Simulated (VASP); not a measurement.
# SrO (Fm-3m) in VASP: further runs

Runs on SrO. Level: PBE. Tasks: single point, relaxation of cell and atoms.

Program: VASP 6.6.1. These are calculated values, not measurements. Logs are shortened: lines on timing, memory, paths and dates and some standing lists are left out, and cuts for length are marked.

**1. The cell of the first run**

The structure is cubic, space group Fm-3m (No. 225). Conventional cell: a = 5.168 Å, b = 5.168 Å, c = 5.168 Å, α = 90.00°, β = 90.00°, γ = 90.00°. Sr (site symmetry m-3m) has 6 O at 2.58 Å within 3.4 Å. Within 3.4 Å of O (site symmetry m-3m) lie 6 Sr at 2.58 Å.

**2. Single point, PBE**

Contents of INCAR:

```
SYSTEM = SrO
  ALGO = Normal
  EDIFF = 1E-6
  ENCUT = 600
  GGA = PE
  GGA_COMPAT = .False.
  ISIF = 2
  ISMEAR = 0
  LASPH = .True.
  LCHARG = .True.
  LELF = .True.
  LREAL = .False.
  LVHAR = .True.
  LWAVE = .False.
  NBANDS = 15
  NELM = 120
  PREC = Accurate
  SIGMA = 0.1
```

Contents of KPOINTS:

```
k-points
0
Gamma
  6 6 6
  0 0 0
```

Contents of POSCAR:

```
SrO
1.0
    0.0000000000      2.5837845800      2.5837845800
    2.5837845800      0.0000000000      2.5837845800
    2.5837845800      2.5837845800      0.0000000000
Sr O
1 1
Direct
    0.5000000000      0.5000000000      0.5000000000
    0.0000000000      0.0000000000      0.0000000000
```

Potentials or basis: VASP PAW PBE potentials, release 64 (Sr_sv, O).

On the command line:

```
$ cat potpaw_PBE.64/Sr_sv/POTCAR potpaw_PBE.64/O/POTCAR > POTCAR
$ mpirun -np 1 vasp_std > vasp.out
```

OUTCAR:

```text
SYSTEM = SrO
   EDIFF = 1E-6
   ENCUT = 600
   GGA = PE
   ISIF = 2
   ISMEAR = 0
   LASPH = .True.
   LREAL = .False.
   NELM = 120
   PREC = Accurate

 ion  position               nearest neighbor table
   1  0.500  0.500  0.500-   2 2.58   2 2.58   2 2.58   2 2.58   2 2.58   2 2.58
   2  0.000  0.000  0.000-   1 2.58   1 2.58   1 2.58   1 2.58   1 2.58   1 2.58

  LATTYP: Found a face centered cubic cell.
 ALAT       =     5.1675691600

  Lattice vectors:

 A1 = (   0.0000000000,   2.5837845800,   2.5837845800)
 A2 = (   2.5837845800,   0.0000000000,   2.5837845800)
 A3 = (   2.5837845800,   2.5837845800,   0.0000000000)

Analysis of symmetry for initial positions (statically):
=====================================================================
 Subroutine PRICEL returns:
 Original cell was already a primitive cell.

 Routine SETGRP: Setting up the symmetry group for a
 face centered cubic supercell.

 Subroutine GETGRP returns: Found 48 space group operations
 (whereof 48 operations were pure point group operations)
 out of a pool of 48 trial point group operations.

The static configuration has the point symmetry O_h .

Analysis of symmetry for dynamics (positions and initial velocities):
=====================================================================
 Subroutine PRICEL returns:
 Original cell was already a primitive cell.

 Routine SETGRP: Setting up the symmetry group for a
 face centered cubic supercell.

 Subroutine GETGRP returns: Found 48 space group operations
 (whereof 48 operations were pure point group operations)
 out of a pool of 48 trial point group operations.

The dynamic configuration has the point symmetry O_h .

 Subroutine INISYM returns: Found 48 space group operations
 (whereof 48 operations are pure point group operations),
 and found     1 'primitive' translations

----------------------------------------------------------------------------------------

                                     Primitive cell

  volume of cell :      34.4984

  direct lattice vectors                    reciprocal lattice vectors
     0.000000000  2.583784580  2.583784580    -0.193514585  0.193514585  0.193514585
     2.583784580  0.000000000  2.583784580     0.193514585 -0.193514585  0.193514585
     2.583784580  2.583784580  0.000000000     0.193514585  0.193514585 -0.193514585

  length of vectors
     3.654023195  3.654023195  3.654023195     0.335177093  0.335177093  0.335177093

  position of ions in fractional coordinates (direct lattice)
     0.500000000  0.500000000  0.500000000
     0.000000000  0.000000000  0.000000000

  ion indices of the primitive-cell ions
   primitive index   ion index
                 1           1
                 2           2

----------------------------------------------------------------------------------------

 KPOINTS: k-points

Automatic generation of k-mesh.
 Grid dimensions read from file:
 generate k-points for:    6    6    6

 Generating k-lattice:

  Cartesian coordinates                     Fractional coordinates (reciprocal lattice)
    -0.032252431  0.032252431  0.032252431     0.166666667  0.000000000  0.000000000
     0.032252431 -0.032252431  0.032252431     0.000000000  0.166666667  0.000000000
     0.032252431  0.032252431 -0.032252431     0.000000000  0.000000000  0.166666667

  Length of vectors
     0.055862849  0.055862849  0.055862849

  Shift w.r.t. Gamma in fractional coordinates (k-lattice)
     0.000000000  0.000000000  0.000000000

 Subroutine IBZKPT returns following result:
 ===========================================

 Found     16 irreducible k-points:

 Following reciprocal coordinates:
            Coordinates               Weight
  0.000000  0.000000  0.000000      1.000000
  0.166667  0.000000  0.000000      8.000000
  0.333333  0.000000  0.000000      8.000000
  0.500000  0.000000  0.000000      4.000000
  0.166667  0.166667  0.000000      6.000000
  0.333333  0.166667  0.000000     24.000000
[... 8 lines left out ...]
 -0.333333  0.333333  0.166667     24.000000
 -0.333333  0.500000  0.166667     12.000000
   k-points           NKPTS =     16   k-points in BZ     NKDIM =     16   number of bands    NBANDS=     15
   number of dos      NEDOS =    301   number of ions     NIONS =      2
   total plane-waves  NPLWV =  27000
   dimension x,y,z NGX =    30 NGY =   30 NGZ =   30
   dimension x,y,z NGXF=    60 NGYF=   60 NGZF=   60
   ions per type =               1   1
   NGX,Y,Z   is equivalent  to a cutoff of  13.65, 13.65, 13.65 a.u.
   NGXF,Y,Z  is equivalent  to a cutoff of  27.30, 27.30, 27.30 a.u.
 SYSTEM =  SrO
   PREC   = accura    normal or accurate (medium, high low for compatibility)
   ISTART =      0    job   : 0-new  1-cont  2-samecut
   ICHARG =      2    charge: 1-file 2-atom 10-const
   ISPIN  =      1    spin polarized calculation?
   LNONCOLLINEAR =      F non collinear calculations
   LSORBIT =      F    spin-orbit coupling
   LASPH  =      T    aspherical Exc in radial PAW
   ENCUT  =  600.0 eV  44.10 Ry    6.64 a.u.   7.30  7.30  7.30*2*pi/ulx,y,z
   NELM   =    120;   NELMIN=  2; NELMDL= -5     # of ELM steps
   EDIFF  = 0.1E-05   stopping-criterion for ELM
   LREAL  =      F    real-space projection
   EDIFFG = 0.1E-04   stopping-criterion for IOM
   NSW    =      0    number of steps for IOM
   IBRION =     -1    ionic relax: 0-MD 1-quasi-New 2-CG
   NFREE  =      0    steps in history (QN), initial steepest desc. (CG)
   ISIF   =      2    stress and relaxation
   ISYM   =      2    0-nonsym 1-usesym 2-fastsym
   POTIM  = 0.5000    time-step for ionic-motion
   TEBEG  =    0.0;   TEEND  =   0.0 temperature during run
   PSTRESS=    0.0 pullay stress
   NELECT =      16.0000    total number of electrons
   NUPDOWN=      -1.0000    fix difference up-down
   EMIN   =  10.00;   EMAX   =-10.00  energy-range for DOS
   EFERMI =   0.00;   METHOD = LEGACY
   ISMEAR =     0;   SIGMA  =   0.10  broadening in eV -4-tet -1-fermi 0-gaus
   EFERMI_NEDOS =   21; number of points for ismear=-14 and -15
   IALGO  =     38    algorithm
   IMIX   =      4    mixing-type and parameters
     AMIX     =   0.40;   BMIX     =  1.00
     AMIX_MAG =   1.60;   BMIX_MAG =  1.00
  volume/ion in A,a.u.               =      17.25       116.40
  Fermi-wavevector in a.u.,A,eV,Ry     =   1.267210  2.394679 21.848517  1.605821
  Thomas-Fermi vector in A             =   2.400370
   LORBIT       =      0    0 simple, 1 ext, 2 COOP (PROOUT), +10 PAW based schemes
   GGA     = PE    functional components
   LHFCALC =     F    Hartree Fock is set to
   AEXX    =    0.0000 exact exchange contribution
   IVDW    =     0    specifies the selected vdW correction
   LEPSILON=     F    determine dielectric tensor
   LRPA    =     F    only Hartree local field effects (RPA)
 non-spin polarized calculation
 Gauss-broadening in eV      SIGMA  =   0.10
  energy-cutoff  :      600.00
  volume of cell :       34.50
 maximum number of plane-waves:      1167
 NGX is ok and might be reduce to    30
   NGX = 15   NGY = 15   NGZ = 15

 number of electron      15.9999998 magnetization

 Free energy of the ion-electron system (eV)
  ---------------------------------------------------
  ext. energy  EPLUGINS =         0.00000000
  ---------------------------------------------------
  free energy    TOTEN  =       -12.05165882 eV

  energy without entropy =      -12.05165882  energy(sigma->0) =      -12.05165882

 E-fermi :   2.1635     XC(G=0):  -9.9560

 val. band max:        1.5927737635   @ k =   0.0000   0.0000   0.0000
 cond. band min:       4.8664309282   @ k =   0.5000   0.5000   0.0000
 fundamental gap:      3.2736571646
 Fermi energy:         2.1634547902

 k-point     1 :       0.0000    0.0000    0.0000
  band No.  band energies     occupation
      1     -30.8483      2.00000
      2     -13.4786      2.00000
      3     -12.5014      2.00000
      4     -12.5014      2.00000
      5     -12.5014      2.00000
      6       1.5928      2.00000
      7       1.5928      2.00000
      8       1.5928      2.00000
      9       5.4708      0.00000
     10       7.7710      0.00000
     11       7.7710      0.00000
     12       7.7710      0.00000
     13       9.9049      0.00000
     14       9.9049      0.00000
     15      14.2322      0.00000

 k-point     2 :       0.1667    0.0000    0.0000
  band No.  band energies     occupation
      1     -30.8165      2.00000
      2     -14.0399      2.00000
      3     -12.5215      2.00000
      4     -12.5215      2.00000
      5     -12.0193      2.00000
      6       0.8779      2.00000
      7       1.2731      2.00000
      8       1.2731      2.00000
      9       6.6126      0.00000
     10       7.5724      0.00000
     11       8.2957      0.00000
     12       8.2957      0.00000
     13      10.5850      0.00000
     14      10.5850      0.00000
     15      15.8581      0.00000

 k-point     3 :       0.3333    0.0000    0.0000
  band No.  band energies     occupation
      1     -30.7518      2.00000
      2     -14.7136      2.00000
      3     -12.5609      2.00000
      4     -12.5609      2.00000
      5     -11.5045      2.00000
      6      -0.1346      2.00000
      7       0.7253      2.00000
      8       0.7253      2.00000
      9       7.7355      0.00000
     10       8.7467      0.00000
     11       9.5633      0.00000
     12       9.5633      0.00000
     13      12.1156      0.00000
     14      12.1156      0.00000
     15      17.2755      0.00000
[... 199 lines left out ...]
 k-point    15 :      -0.3333    0.3333    0.1667
  band No.  band energies     occupation
      1     -30.6897      2.00000
      2     -14.4535      2.00000
      3     -13.0078      2.00000
      4     -12.8679      2.00000
      5     -11.8059      2.00000
      6       0.2831      2.00000
      7       0.9193      2.00000
      8       0.9768      2.00000
      9       7.7541      0.00000
     10       7.8794      0.00000
     11      10.4599      0.00000
     12      11.5888      0.00000
     13      12.9088      0.00000
     14      14.4003      0.00000
     15      15.1366      0.00000

 k-point    16 :      -0.3333    0.5000    0.1667
  band No.  band energies     occupation
      1     -30.6802      2.00000
      2     -14.0351      2.00000
      3     -13.2793      2.00000
      4     -12.9975      2.00000
      5     -12.0895      2.00000
      6       0.7224      2.00000
      7       1.1123      2.00000
      8       1.2440      2.00000
      9       6.2235      0.00000
     10       9.1059      0.00000
     11       9.9400      0.00000
     12      12.4705      0.00000
     13      12.5762      0.00000
     14      14.3822      0.00000
     15      14.9168      0.00000

------------------------ aborting loop because EDIFF is reached ----------------------------------------

  FORCE on cell =-STRESS in cart. coord.  units (eV):
  Direction    XX          YY          ZZ          XY          YZ          ZX
  --------------------------------------------------------------------------------------
  -------------------------------------------------------------------------------------
  Total        0.3980797      0.3980797      0.3980797      0.0000000      0.0000000     -0.0000000
  in kB       18.4876482     18.4876482     18.4876482      0.0000000      0.0000000     -0.0000000
  external PRESSURE =      18.4876482 kB  Pullay stress =       0.0000000 kB

 VOLUME and BASIS-vectors are now :
 -----------------------------------------------------------------------------
  energy-cutoff  :      600.00
  volume of cell :       34.50
      direct lattice vectors                 reciprocal lattice vectors
     0.000000000  2.583784580  2.583784580    -0.193514585  0.193514585  0.193514585
     2.583784580  0.000000000  2.583784580     0.193514585 -0.193514585  0.193514585
     2.583784580  2.583784580  0.000000000     0.193514585  0.193514585 -0.193514585

 POSITION                                       TOTAL-FORCE (eV/Angst)
 -----------------------------------------------------------------------------------
      2.58378      2.58378      2.58378        -0.000000     -0.000000     -0.000000
      0.00000      0.00000      0.00000         0.000000      0.000000      0.000000
 -----------------------------------------------------------------------------------
    total drift:                               -0.000000      0.000000      0.000000

  FREE ENERGIE OF THE ION-ELECTRON SYSTEM (eV)
  ---------------------------------------------------
  free  energy   TOTEN  =       -12.0516588204 eV

  energy  without entropy=      -12.0516588204  energy(sigma->0) =      -12.05165882
```

Wall time 16 s (1 thread of Intel Xeon Platinum 8488C (Sapphire Rapids), shared host); peak memory 0.17 GiB.

What came out:

```yaml
Free_energy: -12.0517 eV
Pressure: 1.8 GPa
Band_gap_on_the_k_mesh: 3.27 eV (least direct gap 3.37 eV)
```

A k mesh can miss the band edges.

**3. Single point, PBE**

This run uses another cell than the first one, of 17.52 Å³/atom.

Contents of INCAR:

```
ALGO = Normal
EDIFF = 1E-6
ENCUT = 600
GGA = PE
GGA_COMPAT = F
ISIF = 2
ISMEAR = 0
LASPH = T
LCHARG = T
LELF = T
LREAL = F
LVHAR = T
LWAVE = F
NBANDS = 15
NELM = 120
PREC = Accurate
SIGMA = 0.02
```

Contents of KPOINTS:

```
k-points
0
Gamma
  8 8 8
```

Contents of POSCAR:

```
SrO
1.0
    0.0000000000      2.5974520199      2.5974520199
    2.5974520199      0.0000000000      2.5974520199
    2.5974520199      2.5974520199      0.0000000000
Sr O
1 1
Direct
    0.5000000000      0.5000000000      0.5000000000
    0.0000000000      0.0000000000      0.0000000000
```

Potentials or basis: VASP PAW PBE potentials, release 64 (Sr_sv, O).

On the command line:

```
$ cat potpaw_PBE.64/Sr_sv/POTCAR potpaw_PBE.64/O/POTCAR > POTCAR
$ mpirun -np 1 vasp_std > vasp.out
```

Wall time 28 s (1 thread of Intel Xeon Platinum 8488C (Sapphire Rapids), shared host); peak memory 0.18 GiB.

The run converged. Its results:

- Free energy: -12.0563 eV
- Pressure: 0.4 GPa
- Band gap on the k mesh: 3.28 eV (least direct gap 3.39 eV)

Levels at points of the mesh, in eV from the valence-band top:
```tsv
k point	band 5	band 6	band 7	band 8	band 9	band 10	band 11	band 12
(0.00, 0.00, 0.00)	-14.17	0.00	0.00	0.00	3.77	6.14	6.14	6.14
(0.50, 0.00, 0.00)	-12.99	-2.11	-1.08	-1.08	6.42	8.21	8.67	8.67
(0.50, 0.50, 0.00)	-14.50	-0.48	-0.11	-0.11	3.28	7.57	9.97	10.11
```

(Part 1 of 2 ends here.)
